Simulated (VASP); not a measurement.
A run of VASP 6.6.1:

Contents of INCAR:

```
  PREC = Accurate
  ENCUT = 700
  EDIFF = 1E-6
  ISMEAR = 0
  SIGMA = 0.02
  LREAL = F
  LASPH = T
  NELM = 120
  ALGO = Normal
  ISIF = 2
  LWAVE = F
  LCHARG = F
  GGA = PE
  NBANDS = 57
  GGA_COMPAT = F
```

Contents of KPOINTS:

```
regular mesh
0
Gamma
  6 6 6
```

POSCAR

```
OsPtC6N6
1.0
    0.0000000000      5.1770302932      5.1770302932
    5.1770302932      0.0000000000      5.1770302932
    5.1770302932      5.1770302932      0.0000000000
Os Pt C N
1 1 6 6
Direct
    0.5000000000      0.5000000000      0.5000000000
    0.0000000000      0.0000000000      0.0000000000
    0.8052593011      0.1947406989      0.1947406989
    0.1947406989      0.8052593011      0.1947406989
    0.1947406989      0.1947406989      0.8052593011
    0.1947406989      0.8052593011      0.8052593011
    0.8052593011      0.1947406989      0.8052593011
    0.8052593011      0.8052593011      0.1947406989
    0.6929666909      0.3070333091      0.3070333091
    0.3070333091      0.6929666909      0.3070333091
    0.3070333091      0.3070333091      0.6929666909
    0.3070333091      0.6929666909      0.6929666909
    0.6929666909      0.3070333091      0.6929666909
    0.6929666909      0.6929666909      0.3070333091
```

Potentials or basis: VASP PAW PBE potentials, release 64 (Os_sv_GW, Pt_sv_GW, C, N).

The run is started by

```sh
$ cat potpaw_PBE.64/Os_sv_GW/POTCAR potpaw_PBE.64/Pt_sv_GW/POTCAR potpaw_PBE.64/C/POTCAR potpaw_PBE.64/N/POTCAR > POTCAR
$ mpirun -np 1 vasp_std > vasp.out
```

Hardware: 1 thread of Intel(R) Xeon(R) Platinum 8488C (Sapphire Rapids) (shared host).

Task: Estimate the wall time of this run.

Result: Run time: 15 min on 1 thread of Intel(R) Xeon(R) Platinum 8488C (Sapphire Rapids), with other jobs on the host, peak memory 0.81 GiB. Counts: scf iterations 18, k points 16.
